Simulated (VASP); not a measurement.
# TiPd3 (Pm-3m) in VASP: further runs, part 3 of 3

VASP 6.6.1.

## (5) Electric field gradients, LDA (14.49 Å³/atom)

This run uses another cell than the first one, of 14.49 Å³/atom.

Contents of INCAR:

```
SYSTEM = TiPd3
PREC = Accurate
ENCUT = 520
EDIFF = 1E-8
ISMEAR = -1
SIGMA = 0.05
LREAL = .False.
LASPH = .True.
NELM = 80
ALGO = Normal
ISIF = 2
LWAVE = .False.
LCHARG = .False.
GGA = CA
LEFG = .True.
NBANDS = 29
```

Contents of KPOINTS:

```
regular mesh
0
Gamma
  11 11 11
  0 0 0
```

Contents of POSCAR:

```
TiPd3
1.0
    3.8702689226      0.0000000000      0.0000000000
    0.0000000000      3.8702689226      0.0000000000
    0.0000000000      0.0000000000      3.8702689226
Ti Pd
1 3
Direct
    0.0000000000      0.0000000000      0.0000000000
    0.0000000000      0.5000000000      0.5000000000
    0.5000000000      0.0000000000      0.5000000000
    0.5000000000      0.5000000000      0.0000000000
```

Potentials or basis: VASP PAW LDA potentials, release 64 (Ti_sv, Pd).

On the command line:

```bash
> cat potpaw_LDA.64/Ti_sv/POTCAR potpaw_LDA.64/Pd/POTCAR > POTCAR
> mpirun -np 1 vasp_std > vasp.out
```

OUTCAR:

```text
SYSTEM = TiPd3
   PREC = Accurate
   ENCUT = 520
   EDIFF = 1E-8
   ISMEAR = -1
   LREAL = .False.
   LASPH = .True.
   NELM = 80
   ISIF = 2
   GGA = CA

 ion  position               nearest neighbor table
   1  0.000  0.000  0.000-   2 2.74   3 2.74   4 2.74   2 2.74   3 2.74   2 2.74   4 2.74   2 2.74
                             3 2.74   4 2.74   3 2.74   4 2.74
   2  0.000  0.500  0.500-   1 2.74   3 2.74   4 2.74   1 2.74   4 2.74   1 2.74   3 2.74   1 2.74
                             3 2.74   4 2.74   4 2.74   3 2.74
   3  0.500  0.000  0.500-   1 2.74   2 2.74   4 2.74   1 2.74   4 2.74   2 2.74   4 2.74   4 2.74
                             1 2.74   2 2.74   1 2.74   2 2.74
   4  0.500  0.500  0.000-   1 2.74   2 2.74   3 2.74   2 2.74   3 2.74   1 2.74   3 2.74   3 2.74
                             1 2.74   2 2.74   2 2.74   1 2.74

  LATTYP: Found a simple cubic cell.
 ALAT       =     3.8702689226

  Lattice vectors:

 A1 = (   3.8702689226,   0.0000000000,   0.0000000000)
 A2 = (   0.0000000000,   3.8702689226,   0.0000000000)
 A3 = (   0.0000000000,   0.0000000000,   3.8702689226)

Analysis of symmetry for initial positions (statically):
=====================================================================
 Subroutine PRICEL returns:
 Original cell was already a primitive cell.

 Routine SETGRP: Setting up the symmetry group for a
 simple cubic supercell.

 Subroutine GETGRP returns: Found 48 space group operations
 (whereof 48 operations were pure point group operations)
 out of a pool of 48 trial point group operations.

The static configuration has the point symmetry O_h .

Analysis of symmetry for dynamics (positions and initial velocities):
=====================================================================
 Subroutine PRICEL returns:
 Original cell was already a primitive cell.

 Routine SETGRP: Setting up the symmetry group for a
 simple cubic supercell.

 Subroutine GETGRP returns: Found 48 space group operations
 (whereof 48 operations were pure point group operations)
 out of a pool of 48 trial point group operations.

The dynamic configuration has the point symmetry O_h .

 Subroutine INISYM returns: Found 48 space group operations
 (whereof 48 operations are pure point group operations),
 and found     1 'primitive' translations

----------------------------------------------------------------------------------------

                                     Primitive cell

  volume of cell :      57.9727

  direct lattice vectors                    reciprocal lattice vectors
     3.870268923  0.000000000  0.000000000     0.258379978  0.000000000  0.000000000
     0.000000000  3.870268923  0.000000000     0.000000000  0.258379978  0.000000000
     0.000000000  0.000000000  3.870268923     0.000000000  0.000000000  0.258379978

  length of vectors
     3.870268923  3.870268923  3.870268923     0.258379978  0.258379978  0.258379978

  position of ions in fractional coordinates (direct lattice)
     0.000000000  0.000000000  0.000000000
     0.000000000  0.500000000  0.500000000
     0.500000000  0.000000000  0.500000000
     0.500000000  0.500000000  0.000000000

  ion indices of the primitive-cell ions
[... 89 lines left out ...]
   NUPDOWN=      -1.0000    fix difference up-down
   EMIN   =  10.00;   EMAX   =-10.00  energy-range for DOS
   EFERMI =   0.00;   METHOD = LEGACY
   ISMEAR =    -1;   SIGMA  =   0.05  broadening in eV -4-tet -1-fermi 0-gaus
   EFERMI_NEDOS =   21; number of points for ismear=-14 and -15
   IALGO  =     38    algorithm
   IMIX   =      4    mixing-type and parameters
     AMIX     =   0.40;   BMIX     =  1.00
     AMIX_MAG =   1.60;   BMIX_MAG =  1.00
  volume/ion in A,a.u.               =      14.49        97.80
  Fermi-wavevector in a.u.,A,eV,Ry     =   1.470337  2.778533 29.414298  2.161890
  Thomas-Fermi vector in A             =   2.585606
   LORBIT       =      0    0 simple, 1 ext, 2 COOP (PROOUT), +10 PAW based schemes
   GGA     = CA    functional components
   LHFCALC =     F    Hartree Fock is set to
   AEXX    =    0.0000 exact exchange contribution
   IVDW    =     0    specifies the selected vdW correction
   LEPSILON=     F    determine dielectric tensor
   LRPA    =     F    only Hartree local field effects (RPA)
 non-spin polarized calculation
  energy-cutoff  :      520.00
  volume of cell :       57.97
 maximum number of plane-waves:      1584
 NGX is ok and might be reduce to    30
   NGX = 15   NGY = 15   NGZ = 15

 number of electron      42.0000014 magnetization

 Free energy of the ion-electron system (eV)
  ---------------------------------------------------
  ext. energy  EPLUGINS =         0.00000000
  ---------------------------------------------------
  free energy    TOTEN  =       -30.78741851 eV

  energy without entropy =      -30.77471334  energy(sigma->0) =      -30.78106593

 E-fermi :  10.9062     XC(G=0): -13.4018

 val. band max:       10.8967063053   @ k =   0.4545   0.0909   0.0909
 cond. band min:      10.9563261841   @ k =   0.1818   0.0909   0.0909
 fundamental gap:      0.0596198788
 Fermi energy:        10.9061550256

 k-point     1 :       0.0000    0.0000    0.0000
  band No.  band energies     occupation
      1     -46.5653      2.00000
      2     -23.1616      2.00000
      3     -23.1616      2.00000
      4     -23.1616      2.00000
      5       2.8163      2.00000
      6       4.5356      2.00000
[... 757 lines left out ...]
     28      15.8986      0.00000
     29      20.1937      0.00000

 [... further k-points ...]
[... 5 lines left out ...]
  --------------------------------------------------------------------------------------
  -------------------------------------------------------------------------------------
  Total       -2.0986931     -2.0986931     -2.0986931     -0.0000000      0.0000000     -0.0000000
  in kB      -58.0010818    -58.0010818    -58.0010818     -0.0000000      0.0000000     -0.0000000
  external PRESSURE =     -58.0010818 kB  Pullay stress =       0.0000000 kB

 VOLUME and BASIS-vectors are now :
 -----------------------------------------------------------------------------
  energy-cutoff  :      520.00
  volume of cell :       57.97
      direct lattice vectors                 reciprocal lattice vectors
     3.870268923  0.000000000  0.000000000     0.258379978  0.000000000  0.000000000
     0.000000000  3.870268923  0.000000000     0.000000000  0.258379978  0.000000000
     0.000000000  0.000000000  3.870268923     0.000000000  0.000000000  0.258379978

 POSITION                                       TOTAL-FORCE (eV/Angst)
 -----------------------------------------------------------------------------------
      0.00000      0.00000      0.00000         0.000000      0.000000      0.000000
      0.00000      1.93513      1.93513         0.000000      0.000000      0.000000
      1.93513      0.00000      1.93513         0.000000      0.000000      0.000000
      1.93513      1.93513      0.00000         0.000000      0.000000      0.000000
 -----------------------------------------------------------------------------------
    total drift:                                0.000000      0.000000     -0.000000

  FREE ENERGIE OF THE ION-ELECTRON SYSTEM (eV)
  ---------------------------------------------------
  free  energy   TOTEN  =       -30.7874185138 eV

  energy  without entropy=      -30.7747133379  energy(sigma->0) =      -30.78106593

 Electric field gradients (V/A^2)
---------------------------------------------------------------------
 ion       V_xx      V_yy      V_zz      V_xy      V_xz      V_yz
---------------------------------------------------------------------
   1      -0.000     0.000    -0.000     0.000     0.000     0.000
   2     -59.496    29.748    29.748     0.000     0.000    -0.000
   3      29.748   -59.496    29.748    -0.000     0.000     0.000
   4      29.748    29.748   -59.496     0.000     0.000     0.000
---------------------------------------------------------------------

 Electric field gradients after diagonalization (V/A^2)
 (convention: |V_zz| > |V_xx| > |V_yy|)
----------------------------------------------------------------------
 ion       V_xx      V_yy      V_zz     asymmetry (V_yy - V_xx)/ V_zz
----------------------------------------------------------------------
   1       0.000    -0.000    -0.000       0.944
   2      29.748    29.748   -59.496       0.000
   3      29.748    29.748   -59.496       0.000
   4      29.748    29.748   -59.496       0.000
----------------------------------------------------------------------

           NMR quadrupolar parameters

 Cq : quadrupolar parameter    Cq=e*Q*V_zz/h
 eta: asymmetry parameters     (V_yy - V_xx)/ V_zz
 Q  : nuclear electric quadrupole moment in mb (millibarn)
----------------------------------------------------------------------
 ion       Cq(MHz)       eta       Q (mb)
----------------------------------------------------------------------
   1      -0.000       0.944       1.000
   2      -0.144       0.000       1.000
   3      -0.144       0.000       1.000
   4      -0.144       0.000       1.000
----------------------------------------------------------------------
```

Run time: 55 s. Hardware: 1 thread of AMD EPYC 9R45 (Zen 5), shared host; peak memory 0.17 GiB.

Results:

| Quantity | Value |
| --- | --- |
| Free energy | -30.7874 eV |
| Pressure | -5.8 GPa |
| Band gap on the k mesh | zero (bands 21 and 22 overlap by 1.24 eV) |
| Largest electric field gradient by atom | Ti +0.0; Pd -59.5 V/Å² |

Electric field gradients, principal values (V/Å²):
| atom | least | middle | greatest (by size) |
| --- | --- | --- | --- |
| 1 Ti | 0.000 | 0.000 | 0.000 |
| 2 Pd | 29.748 | 29.748 | -59.496 |
| 3 Pd | 29.748 | 29.748 | -59.496 |
| 4 Pd | 29.748 | 29.748 | -59.496 |

Caveat: the cell stands under tension; without QUAD_EFG the Cq values of the log hold for a quadrupole moment of 1 mb, not for the nuclei.

## (6) Summary

```csv
cell,gap on the mesh (eV),pressure (GPa)
"a = 3.794 Å, 4 atoms",none,7.8
"a = 3.833 Å, 4 atoms",none,0.4
"a = 3.870 Å, 4 atoms",none,-5.8
```

Alike in all rows: task electric field gradients; level LDA; potentials or basis VASP PAW LDA potentials, release 64 (Ti_sv, Pd); no spin polarisation; k mesh 11 × 11 × 11; cutoff (eV) 520; smearing fermi-dirac 0.05 eV.

Caveats: the cell stands under pressure (at least some runs); the cell stands under tension (at least some runs).

Total energies depend on the potentials used, so only differences within one code and one set of settings carry meaning.

The gap in the log of VASP goes by the Fermi energy; the results here count the filled bands.